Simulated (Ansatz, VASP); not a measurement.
**PtS2: VASP beside Ansatz**

```
S Pt
1.0
     3.54153    0.00000    0.00000
    -1.77076    3.06705    0.00000
     0.00000    0.00000   22.46707
S Pt
4 2
Direct
  0.66667 0.33333 0.20029
  0.33333 0.66667 0.31083
  0.33333 0.00000 0.47285
  0.66667 0.66667 0.58339
  0.00000 0.00000 0.25556
  0.00000 0.33333 0.52812
```

Alike in both runs: task single point; functional PBE; dispersion D3(BJ); k mesh 9 × 9 × 1; occupations gaussian, width 0.05 eV; no spin polarisation.

```csv
,VASP,Ansatz
version,VASP 6.6.1,Ansatz 0.2.0
potentials or method,"VASP PAW PBE potentials, release 64 (S, Pt), cutoff 520 eV","scalar-relativistic, plane waves, PAW"
valence electrons in the cell,44,60
```

```tsv
	VASP	Ansatz	Ansatz less VASP
gap on the k mesh at the Fermi level (eV)	1.52	1.51	-0.006
least direct gap on the mesh (eV)	1.61	1.60	-0.007
rms of the force components (eV/Å)	0.025	0.026	+0.0009
```

VASP's potentials hold 44 valence electrons a cell and Ansatz's 60, so a difference there can come from the potentials and not from the codes.

Spin-orbit coupling is off throughout.
